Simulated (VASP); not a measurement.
Here is a VASP 6.6.1 calculation.

INCAR

```
ALGO = Normal ; EDIFF = 1E-8
ENCUT = 600 ; GGA = PE
IBRION = 6 ; ISIF = 3
ISMEAR = 0 ; LASPH = T
LCHARG = T ; LREAL = F
LWAVE = F ; NELM = 60
NFREE = 2 ; NSW = 1
POTIM = 0.015 ; PREC = Accurate
SIGMA = 0.1
```

Contents of KPOINTS:

```
k-points
0
Gamma
  6 6 6
```

POSCAR

```
W
1.0
   -1.5886147200      1.5886147200      1.5886147200
    1.5886147200     -1.5886147200      1.5886147200
    1.5886147200      1.5886147200     -1.5886147200
W
1
Direct
    0.0000000000      0.0000000000      0.0000000000
```

Potentials or basis: VASP PAW PBE potentials, release 64 (W_sv).

Command:

```console
$ cat potpaw_PBE.64/W_sv/POTCAR > POTCAR
$ mpirun -np 1 vasp_std > vasp.out
```

Task: Predict the elastic constants C11, C12, C44.

Result: 580, 175, 145 GPa.

Task: What does it give for the Voigt bulk modulus?

Result: 310 GPa.

Clamped-ion elastic tensor (GPa):
```
580 175 175   0   0   0
175 580 175   0   0   0
175 175 580   0   0   0
  0   0   0 145   0   0
  0   0   0   0 145   0
  0   0   0   0   0 145
```

Caveat: the k points lie up to 0.47 Å⁻¹ apart.
